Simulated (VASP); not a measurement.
# Ta5O in VASP: single point with PBEsol

Aim: the single point of Ta5O with PBEsol.

Everything below comes from runs of VASP 6.6.1. Logs are shortened: lines on timing, memory, paths and dates and some standing lists are left out, and cuts for length are marked.

### Step 1. The cell of the first run

The cell holds a slab with vacuum, 6 atoms: a = 3.281 Å, b = 3.281 Å, c = 25.561 Å, α = 90.00°, β = 90.00°, γ = 90.00°.

### Step 2. Single point, PBEsol

Contents of INCAR:

```
SYSTEM = Ta5O
PREC = Accurate ; ENCUT = 520
EDIFF = 1E-6 ; ISMEAR = 0
SIGMA = 0.1 ; LREAL = .False.
LASPH = .True. ; NELM = 80
ALGO = Normal ; ISIF = 2
LWAVE = .False. ; LCHARG = .True.
LDIPOL = .True. ; IDIPOL = 3
DIPOL = 0.5 0.5 0.489 ; GGA = PS
LELF = .True. ; LVHAR = .True.
LVACPOTAV = .True. ; NBANDS = 40
```

Contents of KPOINTS:

```
Automatic mesh
0
Gamma
  9 9 1
  0 0 0
```

Contents of POSCAR:

```
Ta5O
1.0
    3.2805195245      0.0000000000      0.0000000000
    0.0000000000      3.2805195245      0.0000000000
    0.0000000000      0.0000000000     25.5610390491
Ta O
5 1
Direct
    0.5000000000      0.5000000000      0.3325373427
    0.0000000000      0.0000000000      0.3967076512
    0.5000000000      0.5000000000      0.4611411134
    0.0000000000      0.0000000000      0.5263369579
    0.5000000000      0.5000000000      0.5815099130
    0.6666666667      0.8333333333      0.6327834332
```

Potentials or basis: VASP PAW PBE potentials, release 64 (Ta_pv, O).

The run is started by

```console
$ cat potpaw_PBE.64/Ta_pv/POTCAR potpaw_PBE.64/O/POTCAR > POTCAR
$ mpirun -np 1 vasp_std > vasp.out
```

OUTCAR:

```text
SYSTEM = Ta5O
   PREC = Accurate
   ENCUT = 520
   EDIFF = 1E-6
   ISMEAR = 0
   LREAL = .False.
   LASPH = .True.
   NELM = 80
   ISIF = 2
   GGA = PS

 ion  position               nearest neighbor table
   1  0.500  0.500  0.333-   2 2.84   2 2.84   2 2.84   2 2.84   3 3.29
   2  0.000  0.000  0.397-   1 2.84   1 2.84   1 2.84   1 2.84   3 2.84   3 2.84   3 2.84   3 2.84
                             4 3.31
   3  0.500  0.500  0.461-   2 2.84   2 2.84   2 2.84   2 2.84   4 2.86   4 2.86   4 2.86   4 2.86
                             5 3.08   1 3.29
   4  0.000  0.000  0.526-   5 2.71   5 2.71   5 2.71   5 2.71   3 2.86   3 2.86   3 2.86   3 2.86
                             2 3.31
   5  0.500  0.500  0.582-   6 1.79   6 2.61   4 2.71   4 2.71   4 2.71   4 2.71   3 3.08
   6  0.667  0.833  0.633-   5 1.79   5 2.61

  LATTYP: Found a simple tetragonal cell.
 ALAT       =     3.2805195245
 C/A-ratio  =     7.7917655598

  Lattice vectors:

 A1 = (   3.2805195245,   0.0000000000,   0.0000000000)
 A2 = (   0.0000000000,   3.2805195245,   0.0000000000)
 A3 = (   0.0000000000,   0.0000000000,  25.5610390491)

Analysis of symmetry for initial positions (statically):
=====================================================================
 Subroutine PRICEL returns:
 Original cell was already a primitive cell.

 Routine SETGRP: Setting up the symmetry group for a
 simple tetragonal supercell.

 Subroutine GETGRP returns: Found  1 space group operations
 (whereof  1 operations were pure point group operations)
 out of a pool of 16 trial point group operations.

The static configuration has the point symmetry C_1 .

Analysis of symmetry for dynamics (positions and initial velocities):
=====================================================================
 Subroutine PRICEL returns:
 Original cell was already a primitive cell.

 Routine SETGRP: Setting up the symmetry group for a
 simple tetragonal supercell.

 Subroutine GETGRP returns: Found  1 space group operations
 (whereof  1 operations were pure point group operations)
 out of a pool of 16 trial point group operations.

The dynamic configuration has the point symmetry C_1 .

 Subroutine INISYM returns: Found  1 space group operations
 (whereof  1 operations are pure point group operations),
 and found     1 'primitive' translations

----------------------------------------------------------------------------------------

                                     Primitive cell

  volume of cell :     275.0830

  direct lattice vectors                    reciprocal lattice vectors
     3.280519524  0.000000000  0.000000000     0.304829766  0.000000000  0.000000000
     0.000000000  3.280519524  0.000000000     0.000000000  0.304829766  0.000000000
     0.000000000  0.000000000 25.561039049     0.000000000  0.000000000  0.039122040

  length of vectors
     3.280519524  3.280519524 25.561039049     0.304829766  0.304829766  0.039122040

  position of ions in fractional coordinates (direct lattice)
     0.500000000  0.500000000  0.332537343
     0.000000000  0.000000000  0.396707651
     0.500000000  0.500000000  0.461141113
     0.000000000  0.000000000  0.526336958
     0.500000000  0.500000000  0.581509913
     0.666666667  0.833333333  0.632783433

  ion indices of the primitive-cell ions
   primitive index   ion index
                 1           1
                 2           2
                 3           3
                 4           4
                 5           5
                 6           6

----------------------------------------------------------------------------------------

 KPOINTS: Automatic mesh

Automatic generation of k-mesh.
 Grid dimensions read from file:
 generate k-points for:    9    9    1

 Generating k-lattice:

  Cartesian coordinates                     Fractional coordinates (reciprocal lattice)
     0.033869974  0.000000000  0.000000000     0.111111111  0.000000000  0.000000000
     0.000000000  0.033869974  0.000000000     0.000000000  0.111111111  0.000000000
     0.000000000  0.000000000  0.039122040     0.000000000  0.000000000  1.000000000

  Length of vectors
     0.033869974  0.033869974  0.039122040

  Shift w.r.t. Gamma in fractional coordinates (k-lattice)
     0.000000000  0.000000000  0.000000000

 Subroutine IBZKPT returns following result:
 ===========================================

 Found     41 irreducible k-points:

 Following reciprocal coordinates:
            Coordinates               Weight
  0.000000  0.000000  0.000000      1.000000
  0.111111  0.000000  0.000000      2.000000
  0.000000  0.111111  0.000000      2.000000
  0.222222  0.000000  0.000000      2.000000
  0.000000  0.222222  0.000000      2.000000
  0.333333  0.000000  0.000000      2.000000
[... 16 lines left out ...]
  0.111111  0.444444  0.000000      2.000000
  0.222222  0.222222  0.000000      2.000000
 [... further k-points ...]
   k-points           NKPTS =     41   k-points in BZ     NKDIM =     41   number of bands    NBANDS=     40
   number of dos      NEDOS =    301   number of ions     NIONS =      6
   total plane-waves  NPLWV = 110592
   dimension x,y,z NGX =    24 NGY =   24 NGZ =  192
   dimension x,y,z NGXF=    48 NGYF=   48 NGZF=  384
   ions per type =               5   1
   NGX,Y,Z   is equivalent  to a cutoff of  12.16, 12.16, 12.49 a.u.
   NGXF,Y,Z  is equivalent  to a cutoff of  24.32, 24.32, 24.97 a.u.
 SYSTEM =  Ta5O
   PREC   = accura    normal or accurate (medium, high low for compatibility)
   ISTART =      0    job   : 0-new  1-cont  2-samecut
   ICHARG =      2    charge: 1-file 2-atom 10-const
   ISPIN  =      1    spin polarized calculation?
   LNONCOLLINEAR =      F non collinear calculations
   LSORBIT =      F    spin-orbit coupling
   LASPH  =      T    aspherical Exc in radial PAW
   ENCUT  =  520.0 eV  38.22 Ry    6.18 a.u.   6.10  6.10 47.53*2*pi/ulx,y,z
   NELM   =     80;   NELMIN=  2; NELMDL= -5     # of ELM steps
   EDIFF  = 0.1E-05   stopping-criterion for ELM
   LREAL  =      F    real-space projection
   EDIFFG = 0.1E-04   stopping-criterion for IOM
   NSW    =      0    number of steps for IOM
   IBRION =     -1    ionic relax: 0-MD 1-quasi-New 2-CG
   NFREE  =      0    steps in history (QN), initial steepest desc. (CG)
   ISIF   =      2    stress and relaxation
   ISYM   =      2    0-nonsym 1-usesym 2-fastsym
   POTIM  = 0.5000    time-step for ionic-motion
   TEBEG  =    0.0;   TEEND  =   0.0 temperature during run
   PSTRESS=    0.0 pullay stress
   NELECT =      61.0000    total number of electrons
   NUPDOWN=      -1.0000    fix difference up-down
   EMIN   =  10.00;   EMAX   =-10.00  energy-range for DOS
   EFERMI =   0.00;   METHOD = LEGACY
   ISMEAR =     0;   SIGMA  =   0.10  broadening in eV -4-tet -1-fermi 0-gaus
   EFERMI_NEDOS =   21; number of points for ismear=-14 and -15
   IALGO  =     38    algorithm
   IMIX   =      4    mixing-type and parameters
     AMIX     =   0.40;   BMIX     =  1.00
     AMIX_MAG =   1.60;   BMIX_MAG =  1.00
  volume/ion in A,a.u.               =      45.85       309.39
  Fermi-wavevector in a.u.,A,eV,Ry     =   0.990901  1.872531 13.359349  0.981884
  Thomas-Fermi vector in A             =   2.122604
   LORBIT       =      0    0 simple, 1 ext, 2 COOP (PROOUT), +10 PAW based schemes
   GGA     = PS    functional components
   LHFCALC =     F    Hartree Fock is set to
   AEXX    =    0.0000 exact exchange contribution
   IVDW    =     0    specifies the selected vdW correction
   LEPSILON=     F    determine dielectric tensor
   LRPA    =     F    only Hartree local field effects (RPA)
 non-spin polarized calculation
 Gauss-broadening in eV      SIGMA  =   0.10
  energy-cutoff  :      520.00
  volume of cell :      275.08
 maximum number of plane-waves:      7464
   NGX = 13   NGY = 13   NGZ = 95

 dipolmoment           0.000000      0.000000     -0.029225 electrons x Angstroem

 number of electron      61.0000015 magnetization

 dipolmoment           0.000000      0.000000      0.161241 electrons x Angstroem

 Free energy of the ion-electron system (eV)
  ---------------------------------------------------
  ext. energy  EPLUGINS =         0.00000000
  ---------------------------------------------------
  free energy    TOTEN  =       -66.97864603 eV

  energy without entropy =      -66.95625742  energy(sigma->0) =      -66.96745173

 E-fermi :  -1.5354     XC(G=0):  -5.2209

 val. band max:       -1.5661195767   @ k =  -0.2222   0.1111   0.0000
 cond. band min:      -1.5173887083   @ k =  -0.1111   0.1111   0.0000
 fundamental gap:      0.0487308684
 Fermi energy:        -1.5354325317

 k-point     1 :       0.0000    0.0000    0.0000
  band No.  band energies     occupation
      1     -36.3367      2.00000
      2     -36.1601      2.00000
      3     -36.1595      2.00000
      4     -36.0898      2.00000
      5     -35.8411      2.00000
      6     -35.7915      2.00000
[... 32 lines left out ...]
     39       1.2750      0.00000
     40       1.5177      0.00000

 k-point     2 :       0.1111    0.0000    0.0000
  band No.  band energies     occupation
      1     -36.3406      2.00000
      2     -36.1920      2.00000
      3     -36.1519      2.00000
      4     -36.0953      2.00000
      5     -35.8732      2.00000
      6     -35.7953      2.00000
[... 32 lines left out ...]
     39       1.1282      0.00000
     40       1.9867      0.00000

 k-point     3 :       0.0000    0.1111    0.0000
  band No.  band energies     occupation
      1     -36.3404      2.00000
      2     -36.1917      2.00000
      3     -36.1523      2.00000
      4     -36.1151      2.00000
      5     -35.8537      2.00000
      6     -35.7945      2.00000
[... 32 lines left out ...]
     39       1.2168      0.00000
     40       2.0188      0.00000

 k-point     4 :       0.2222    0.0000    0.0000
  band No.  band energies     occupation
      1     -36.3532      2.00000
      2     -36.2686      2.00000
      3     -36.1326      2.00000
      4     -36.1200      2.00000
      5     -35.9481      2.00000
      6     -35.7900      2.00000
[... 32 lines left out ...]
     39       1.1542      0.00000
     40       1.3836      0.00000
[... 772 lines left out ...]
     39       1.8511      0.00000
     40       2.2511      0.00000

 k-point    23 :       0.1111    0.4444    0.0000
  band No.  band energies     occupation
      1     -36.3960      2.00000
      2     -36.3766      2.00000
      3     -36.2917      2.00000
      4     -36.1288      2.00000
      5     -36.0301      2.00000
      6     -35.7188      2.00000
[... 32 lines left out ...]
     39       1.9727      0.00000
     40       2.1422      0.00000

 k-point    24 :       0.2222    0.2222    0.0000
  band No.  band energies     occupation
      1     -36.3468      2.00000
      2     -36.2575      2.00000
      3     -36.2349      2.00000
      4     -36.1578      2.00000
      5     -35.9311      2.00000
      6     -35.8974      2.00000
[... 32 lines left out ...]
     39       1.9819      0.00000
     40       2.0369      0.00000

 [... further k-points ...]

------------------------ aborting loop because EDIFF is reached ----------------------------------------

  FORCE on cell =-STRESS in cart. coord.  units (eV):
  Direction    XX          YY          ZZ          XY          YZ          ZX
  --------------------------------------------------------------------------------------
  -------------------------------------------------------------------------------------
  Total       -0.6657216     -2.1264537      1.9873028      1.3881324      2.7805260      1.3294831
  in kB       -3.8773897    -12.3851921     11.5747298      8.0849573     16.1947330      7.7433637
  external PRESSURE =      -1.5626173 kB  Pullay stress =       0.0000000 kB

 VOLUME and BASIS-vectors are now :
 -----------------------------------------------------------------------------
  energy-cutoff  :      520.00
  volume of cell :      275.08
      direct lattice vectors                 reciprocal lattice vectors
     3.280519524  0.000000000  0.000000000     0.304829766  0.000000000  0.000000000
     0.000000000  3.280519524  0.000000000     0.000000000  0.304829766  0.000000000
     0.000000000  0.000000000 25.561039049     0.000000000  0.000000000  0.039122040

 POSITION                                       TOTAL-FORCE (eV/Angst)
 -----------------------------------------------------------------------------------
      1.64026      1.64026      8.50000        -0.049373     -0.070955      1.280946
      0.00000      0.00000     10.14026         0.068890      0.057187     -1.234313
      1.64026      1.64026     11.78725         0.058929      0.176214     -0.324959
      0.00000      0.00000     13.45372        -0.429509     -0.586692     -2.179414
      1.64026      1.64026     14.86400        -0.348432     -1.341663      2.242468
      2.18701      2.73377     16.17460         0.699495      1.765908      0.215273
 -----------------------------------------------------------------------------------
    total drift:                               -0.000050      0.000134      0.000544

  FREE ENERGIE OF THE ION-ELECTRON SYSTEM (eV)
  ---------------------------------------------------
  free  energy   TOTEN  =       -66.9786460263 eV

  energy  without entropy=      -66.9562574244  energy(sigma->0) =      -66.96745173

 vacuum level on the upper side and lower side of the slab         5.276         2.565
```

It took 9.7 min on 1 thread of AMD EPYC 7R13 (Zen 3), shared host; peak memory 0.52 GiB.

Results:

| Item | Value |
| --- | --- |
| Free energy | -66.9786 eV |
| Largest force | 2.636 eV/Å |
| Band gap on the k mesh | zero (an odd number of electrons rules out a gap without spin polarisation) |

Forces on the atoms (eV/Å):
```
Ta  -0.049 -0.071  1.281
Ta   0.069  0.057 -1.234
Ta   0.059  0.176 -0.325
Ta  -0.430 -0.587 -2.179
Ta  -0.348 -1.342  2.242
O    0.699  1.766  0.215
```

Caveat: the PAW data sets were made with another functional, which shifts forces and pressure a little; spin-orbit coupling is left out, which moves the levels of the heavy elements; an odd number of electrons without spin polarisation forces a metal; a magnetic or distorted state may lie lower.
